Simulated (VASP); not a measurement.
# BiRh: electric field gradients with LDA

Crystal: BiRh.

```
CELL_PARAMETERS angstrom
4.06652 0.00000 0.00000
-2.03326 3.52171 0.00000
0.00000 0.00000 5.62499
ATOMIC_POSITIONS crystal
Bi 0.33333 0.66667 0.25000
Bi 0.66667 0.33333 0.75000
Rh 0.00000 0.00000 0.00000
Rh 0.00000 0.00000 0.50000
```

```
Program                : VASP 6.6.1
Task                   : electric field gradients
Functional             : LDA
Potentials or basis    : VASP PAW LDA potentials, release 64 (Bi_d, Rh_pv)
Cutoff                 : 520 eV
k mesh                 : 12 × 12 × 7
Occupations            : fermi-dirac, width 0.03 eV
Spin                   : no spin polarisation
Dipole correction      : no
Further INCAR settings : ALGO = Normal; EDIFF = 1e-08; NBANDS = 38
```

```json
{
  "Pressure": "0.4 GPa",
  "Band gap on the k mesh": "zero (bands 30 and 31 overlap by 2.64 eV)",
  "Largest electric field gradient by atom": "Bi +183.7; Rh -43.6 V/Å²"
}
```

Stress tensor (GPa, compression positive):
```
 0.80  0.00  0.00
 0.00  0.80  0.00
 0.00  0.00 -0.32
```

Levels at points of the mesh, in eV from the Fermi level:
| k point | band 26 | band 27 | band 28 | band 29 | band 30 | band 31 | band 32 | band 33 | band 34 | band 35 |
| --- | --- | --- | --- | --- | --- | --- | --- | --- | --- | --- |
| (0.00, 0.00, 0.00) | -2.08 | -1.04 | -1.04 | 1.35 | 1.35 | 1.39 | 3.35 | 3.43 | 4.67 | 4.67 |
| (0.50, 0.00, 0.00) | -1.89 | -1.89 | -1.70 | -1.23 | -1.03 | -0.97 | 0.11 | 2.94 | 5.29 | 5.41 |

Electric field gradients, principal values (V/Å²):
| atom | least | middle | greatest (by size) |
| --- | --- | --- | --- |
| 1 Bi | -91.834 | -91.834 | 183.668 |
| 2 Bi | -91.834 | -91.834 | 183.668 |
| 3 Rh | 21.822 | 21.827 | -43.649 |
| 4 Rh | 21.822 | 21.827 | -43.649 |

Run time: 2.4 min on 1 thread of AMD EPYC 7R13 Processor (Zen 3), on a shared host, peak memory 0.27 GiB.

Caveat: without QUAD_EFG the Cq values of the log hold for a quadrupole moment of 1 mb, not for the nuclei; spin-orbit coupling is left out, which moves the levels of the heavy elements.
